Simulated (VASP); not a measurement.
NaH: single point with PBE-based screened hybrid with 30 % exact exchange

Crystal: NaH.

```xyz
2
Lattice="0.0000 2.4400 2.4400 2.4400 0.0000 2.4400 2.4400 2.4400 0.0000" Properties=species:S:1:pos:R:3 pbc="T T T"
Na    0.0000    0.0000    0.0000
H     2.4400    2.4400    2.4400
```

```json
{
  "Program": "VASP 6.6.1",
  "Task": "single point",
  "Functional": "PBE-based screened hybrid with 30 % exact exchange",
  "Potentials or basis": "VASP PAW PBE potentials, release 64 (Na_pv, H)",
  "Cutoff": "520 eV",
  "k mesh": "5 × 5 × 5",
  "Occupations": "fermi-dirac, width 0.05 eV",
  "Spin": "no spin polarisation"
}
```

```
Pressure               : -1.1 GPa
Band gap on the k mesh : 5.84 eV (least direct gap 6.39 eV)
```

Levels at points of the mesh, in eV from the valence-band top:
| k point | band 1 | band 2 | band 3 | band 4 | band 5 | band 6 | band 7 | band 8 | band 9 |
| --- | --- | --- | --- | --- | --- | --- | --- | --- | --- |
| (0.00, 0.00, 0.00) | -24.82 | -24.82 | -24.82 | -3.82 | 12.13 | 17.16 | 17.16 | 17.16 | 18.13 |

Run time: 5.4 min on 1 thread of Intel Xeon 8259CL, on a shared host, peak memory 0.25 GiB.

Caveat: the k points lie up to 0.45 Å⁻¹ apart; the PAW data sets were made with another functional, which shifts forces and pressure a little; an odd mesh through Γ misses points on the zone boundary, where band edges can lie.
